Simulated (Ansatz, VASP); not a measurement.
## Li2S3 in VASP and in Ansatz

```
Li S
1.0
     4.96061    0.00000    0.00000
    -2.48031    4.29602    0.00000
     0.00000    0.00000    3.80359
Li S
2 3
Direct
  0.66667 0.33333 0.50000
  0.33333 0.66667 0.50000
  0.71604 0.00000 0.00000
  0.28396 0.28396 0.00000
  0.00000 0.71604 0.00000
```

Alike in both runs: functional PBE; k mesh 12 × 12 × 10; occupations gaussian, width 0.1 eV; no spin polarisation.

Ansatz relaxed the structure, and its values are those at the end. VASP's run is a single point on that final structure, the one shown.

```csv
,VASP,Ansatz
version,VASP 6.6.1,Ansatz 0.2.0
potentials or method,"VASP PAW PBE potentials, release 64 (Li_sv, S), cutoff 520 eV","scalar-relativistic, plane waves, PAW"
valence electrons in the cell,24,24
```

|  | VASP | Ansatz | Ansatz less VASP |
| --- | --- | --- | --- |
| gap on the k mesh at the Fermi level (eV) | none | none | - |
| rms of the force components (eV/Å) | 0.012 | 0.000 | -0.0120 |

A gap of «none» marks a metal or a gap that the smearing closes. With one functional, cell and mesh, what is left measures potentials, basis and numerics.

Noted on VASP's run: the cutoff is under 1.25 times that of the potentials, so the pressure is a little rough.
